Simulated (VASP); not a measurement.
# WSe2 in VASP: notebook, part 2 of 2

VASP 6.6.1. The steps go on from the part before.

### 3 Single point, PBEsol (strain -0.030 along x and y, -0.015 along z)

Contents of INCAR:

```
SYSTEM = WSe2
ALGO = Normal ; EDIFF = 1E-6
ENCUT = 520 ; GGA = PS
ISIF = 2 ; ISMEAR = 0
LASPH = .TRUE. ; LCHARG = .FALSE.
LREAL = .FALSE. ; LWAVE = .FALSE.
NBANDS = 49 ; NELM = 100
PREC = Accurate ; SIGMA = 0.05
```

Contents of KPOINTS:

```
k-points
0
G
  12 12 1
  0 0 0
```

Contents of POSCAR:

```
WSe2
1.0
    3.1727757741      0.0000000000      0.0000000000
   -1.5863878870      2.7477044209      0.0000000000
    0.0000000000      0.0000000000     28.7469791530
W Se
3 6
Direct
    0.6666666667      0.3333333333      0.0000000000
    0.3333333333      0.6666666667      0.7734641576
    0.3333333333      0.6666666667      0.2265358424
    0.3333333333      0.6666666667      0.0573689705
    0.6666666667      0.3333333333      0.8308403050
    0.6666666667      0.3333333333      0.2838341585
    0.3333333333      0.6666666667      0.9426310295
    0.6666666667      0.3333333333      0.7161658415
    0.6666666667      0.3333333333      0.1691596950
```

Potentials or basis: VASP PAW PBE potentials, release 64 (W_sv, Se).

Launch:

```console
> cat potpaw_PBE.64/W_sv/POTCAR potpaw_PBE.64/Se/POTCAR > POTCAR
> mpirun -np 1 vasp_std > vasp.out
```

OUTCAR:

```text
SYSTEM = WSe2
   EDIFF = 1E-6
   ENCUT = 520
   GGA = PS
   ISIF = 2
   ISMEAR = 0
   LASPH = .TRUE.
   LREAL = .FALSE.
   NELM = 100
   PREC = Accurate

 ion  position               nearest neighbor table
   1  0.667  0.333  0.000-   4 2.46   7 2.46   4 2.46   7 2.46   4 2.46   7 2.46
   2  0.333  0.667  0.773-   8 2.46   8 2.46   8 2.46   5 2.46   5 2.46   5 2.46
   3  0.333  0.667  0.227-   6 2.46   6 2.46   6 2.46   9 2.46   9 2.46   9 2.46
   4  0.333  0.667  0.057-   1 2.46   1 2.46   1 2.46
   5  0.667  0.333  0.831-   2 2.46   2 2.46   2 2.46
   6  0.667  0.333  0.284-   3 2.46   3 2.46   3 2.46
   7  0.333  0.667  0.943-   1 2.46   1 2.46   1 2.46
[... 1199 lines left out ...]
  external PRESSURE =      88.3583666 kB  Pullay stress =       0.0000000 kB

 VOLUME and BASIS-vectors are now :
 -----------------------------------------------------------------------------
  energy-cutoff  :      520.00
  volume of cell :      250.61
      direct lattice vectors                 reciprocal lattice vectors
     3.172775774  0.000000000  0.000000000     0.315181428  0.181970082  0.000000000
    -1.586387887  2.747704421  0.000000000     0.000000000  0.363940165  0.000000000
     0.000000000  0.000000000 28.746979153     0.000000000  0.000000000  0.034786264

 POSITION                                       TOTAL-FORCE (eV/Angst)
 -----------------------------------------------------------------------------------
      1.58639      0.91590      0.00000         0.000000     -0.000000      0.000000
     -0.00000      1.83180     22.23476         0.000000     -0.000000     -0.002577
     -0.00000      1.83180      6.51222        -0.000000     -0.000000      0.002577
     -0.00000      1.83180      1.64918        -0.000000      0.000000      1.312365
      1.58639      0.91590     23.88415         0.000000      0.000000      1.314536
      1.58639      0.91590      8.15937        -0.000000      0.000000      1.342048
     -0.00000      1.83180     27.09779        -0.000000     -0.000000     -1.312365
      1.58639      0.91590     20.58760         0.000000      0.000000     -1.342048
      1.58639      0.91590      4.86283         0.000000     -0.000000     -1.314536
 -----------------------------------------------------------------------------------
    total drift:                                0.000000     -0.000000      0.000000

  FREE ENERGIE OF THE ION-ELECTRON SYSTEM (eV)
  ---------------------------------------------------
  free  energy   TOTEN  =       -69.2541508213 eV

  energy  without entropy=      -69.2541508213  energy(sigma->0) =      -69.25415082
```

OSZICAR:

```text
N       E                     dE             d eps       ncg     rms          rms(c)
DAV:   1     0.786131424493E+03    0.78613E+03   -0.41444E+04  2142   0.147E+03
DAV:   2    -0.155720519912E+02   -0.80170E+03   -0.77654E+03  2211   0.393E+02
DAV:   3    -0.698448940887E+02   -0.54273E+02   -0.53303E+02  2307   0.964E+01
[... 15 lines left out ...]
DAV:  19    -0.692541384456E+02   -0.38277E-04   -0.13473E-06  1612   0.418E-03    0.327E-03
DAV:  20    -0.692541472596E+02   -0.88140E-05   -0.24671E-07  1396   0.179E-03    0.113E-03
DAV:  21    -0.692541488929E+02   -0.16333E-05   -0.38461E-08  1228   0.704E-04    0.573E-04
DAV:  22    -0.692541506881E+02   -0.17952E-05   -0.66477E-08  1252   0.563E-04    0.327E-04
DAV:  23    -0.692541508213E+02   -0.13318E-06   -0.69402E-09  1188   0.285E-04
   1 F= -.69254151E+02 E0= -.69254151E+02  d E =-.629849E-20
```

stdout:

```text
POSCAR found type information on POSCAR W Se
 POSCAR found :  2 types and       9 ions
 scaLAPACK will be used
 -----------------------------------------------------------------------------
|                                                                             |
|                                                                             |
|     You enforced a specific xc type in the INCAR file but a different       |
|     I HOPE YOU KNOW WHAT YOU ARE DOING!                                     |
|                                                                             |
 -----------------------------------------------------------------------------

 LDA part: xc-table for (Slater+PW92), standard interpolation
 POSCAR, INCAR and KPOINTS ok, starting setup
 FFT: planning ... GRIDC
 FFT: planning ... GRID_SOFT
 FFT: planning ... GRID
 WAVECAR not read
 entering main loop
```

Wall time 5.2 min (1 thread of Intel Xeon Platinum 8488C (Sapphire Rapids), shared host); peak memory 0.44 GiB.

Results:

| Property | Result |
| --- | --- |
| Free energy | -69.2542 eV |
| Largest force | 1.342 eV/Å |
| Band gap on the k mesh | 1.30 eV (least direct gap 1.91 eV) |

Forces on the atoms (eV/Å):
```
W    0.000  0.000  0.000
W    0.000  0.000 -0.003
W    0.000  0.000  0.003
Se   0.000  0.000  1.312
Se   0.000  0.000  1.315
Se   0.000  0.000  1.342
Se   0.000  0.000 -1.312
Se   0.000  0.000 -1.342
Se   0.000  0.000 -1.315
```

Caveat: the cell differs from its parent crystal (strain -0.030 along x and y, -0.015 along z); the PAW data sets were made with another functional, which shifts forces and pressure a little; spin-orbit coupling is left out, which moves the levels of the heavy elements.

### 4 Single point, PBEsol (strain -0.030 along x and y, +0.000 along z)

Contents of INCAR:

```
SYSTEM = WSe2
  ALGO = Normal
  EDIFF = 1E-6
  ENCUT = 520
  GGA = PS
  ISIF = 2
  ISMEAR = 0
  LASPH = .True.
  LCHARG = .False.
  LREAL = .False.
  LWAVE = .False.
  NBANDS = 49
  NELM = 100
  PREC = Accurate
  SIGMA = 0.05
```

Contents of KPOINTS:

```
k-points
0
Gamma
  12 12 1
  0 0 0
```

Edit POSCAR of step 3 so:

```diff
@@ -4,3 +4,3 @@
    -1.5863878870      2.7477044209      0.0000000000
-    0.0000000000      0.0000000000     28.7469791530
+    0.0000000000      0.0000000000     29.1847504091
 W Se
```

Launch:

```console
> cat potpaw_PBE.64/W_sv/POTCAR potpaw_PBE.64/Se/POTCAR > POTCAR
> mpirun -np 1 vasp_std > vasp.out
```

It took 4 min on 1 thread of Intel Xeon Platinum 8488C (Sapphire Rapids), shared host; peak memory 0.45 GiB.

It converged, with:

| Quantity | Value |
| --- | --- |
| Free energy | -69.4182 eV |
| Largest force | 0.815 eV/Å |
| Band gap on the k mesh | 1.26 eV (least direct gap 1.98 eV) |

Forces on the atoms (eV/Å):
```
W    0.000  0.000  0.000
W    0.000  0.000  0.000
W    0.000  0.000  0.000
Se   0.000  0.000  0.802
Se   0.000  0.000  0.804
Se   0.000  0.000  0.815
Se   0.000  0.000 -0.802
Se   0.000  0.000 -0.815
Se   0.000  0.000 -0.804
```

Levels at points of the mesh, in eV from the valence-band top:
| k point | band 37 | band 38 | band 39 | band 40 | band 41 | band 42 |
| --- | --- | --- | --- | --- | --- | --- |
| (0.00, 0.00, 0.00) | -1.03 | -0.44 | -0.10 | 3.30 | 3.30 | 3.32 |
| (0.50, 0.00, 0.00) | -0.78 | -0.70 | -0.64 | 2.79 | 2.86 | 2.87 |

Caveat: the cell differs from its parent crystal (strain -0.030 along x and y, +0.000 along z); the PAW data sets were made with another functional, which shifts forces and pressure a little; spin-orbit coupling is left out, which moves the levels of the heavy elements.

### 5 The runs side by side

| cell | gap on the mesh (eV) | largest force (eV/Å) |
| --- | --- | --- |
| a = 3.173, b = 3.173, c = 28.309 Å, angles 90.0, 90.0, 120.0°, 9 atoms | 1.24 | 1.90 |
| a = 3.173, b = 3.173, c = 28.747 Å, angles 90.0, 90.0, 120.0°, 9 atoms | 1.30 | 1.34 |
| a = 3.173, b = 3.173, c = 29.185 Å, angles 90.0, 90.0, 120.0°, 9 atoms | 1.26 | 0.81 |

Alike in all rows: task single point; level PBEsol; potentials or basis VASP PAW PBE potentials, release 64 (W_sv, Se); no spin polarisation; k mesh 12 × 12 × 1; cutoff (eV) 520; smearing gaussian 0.05 eV.

Caveats: the PAW data sets were made with another functional, which shifts forces and pressure a little; spin-orbit coupling is left out, which moves the levels of the heavy elements.

Total energies depend on the potentials used, so only differences within one code and one set of settings carry meaning.
